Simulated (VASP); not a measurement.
Be: relaxation of shape and atoms at fixed volume with r2SCAN

Crystal: Be.

```
Be
1.0
     2.26616    0.00000    0.00000
    -1.13308    1.96255    0.00000
     0.00000    0.00000    3.55551
Be
2
Direct
  0.33333 0.66667 0.75000
  0.66667 0.33333 0.25000
```

| Item | Value |
| --- | --- |
| Program | VASP 6.6.1 |
| Task | relaxation of shape and atoms at fixed volume |
| Functional | r2SCAN |
| Potentials or basis | VASP PAW PBE potentials, release 64 (Be) |
| Cutoff | 600 eV |
| k mesh | 20 × 20 × 12 |
| Occupations | gaussian, width 0.05 eV |
| Spin | no spin polarisation |
| Dipole correction | no |
| Further INCAR settings | ALGO = Normal; EDIFF = 1e-06; IBRION = 2; EDIFFG = -0.01; NSW = 60; ISIF = 4 |

```yaml
Pressure_after_relaxing: 0.3 GPa
Band_gap_on_the_k_mesh: zero (bands 2 and 3 overlap by 1.54 eV)
```

Final structure:
```xyz
2
Lattice="2.2662 0.0000 0.0000 -1.1331 1.9626 0.0000 0.0000 0.0000 3.5555" Properties=species:S:1:pos:R:3 pbc="T T T"
Be    0.0000    1.3084    2.6666
Be    1.1331    0.6542    0.8889
```

Levels at points of the mesh, in eV from the Fermi level:
| k point | band 1 | band 2 | band 3 | band 4 | band 5 |
| --- | --- | --- | --- | --- | --- |
| (0.00, 0.00, 0.00) | -12.14 | -4.61 | 1.23 | 17.36 | 17.36 |
| (0.50, 0.00, 0.00) | -5.31 | -3.28 | 4.04 | 6.90 | 7.36 |
| (0.00, 0.00, 0.50) | -9.79 | -9.79 | 11.63 | 11.63 | 19.18 |
| (0.50, 0.00, 0.50) | -3.77 | -3.77 | 1.64 | 1.64 | 13.05 |

It took 36 s on 1 thread of Intel(R) Xeon(R) 6975P-C (Granite Rapids) (shared host), peak memory 0.14 GiB.

Caveat: the PAW data sets were made with another functional, which shifts forces and pressure a little.
